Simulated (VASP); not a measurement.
# Pb: single point with PBE

Pb:

```xyz
1
Lattice="3.5632 0.0000 0.0000 -1.7816 3.0858 0.0000 1.7816 1.0286 2.9093" Properties=species:S:1:pos:R:3 pbc="T T T"
Pb    0.0000    0.0000    0.0000
```

```yaml
Program: VASP 6.6.1
Task: single point
Functional: PBE
Potentials_or_basis: VASP PAW PBE potentials, release 64 (Pb_d)
Cutoff: 500 eV
k_mesh: 15 × 15 × 15
Occupations: tetrahedron
Spin: no spin polarisation
```

```yaml
Pressure: 0.0 GPa
Band_gap_on_the_k_mesh: zero (bands 7 and 8 overlap by 8.43 eV)
```

Levels at points of the mesh, in eV from the Fermi level:
```csv
k point,band 5,band 6,band 7,band 8,band 9,band 10
"(0.00, 0.00, 0.00)",-16.96,-11.45,6.96,6.96,6.96,9.68
```

It took 58 s on 1 thread of Intel Xeon 8259CL, with other jobs on the host, peak memory 0.19 GiB.

Caveat: spin-orbit coupling is left out, which moves the levels of the heavy elements; tetrahedron occupations give inexact forces and stress in metals.
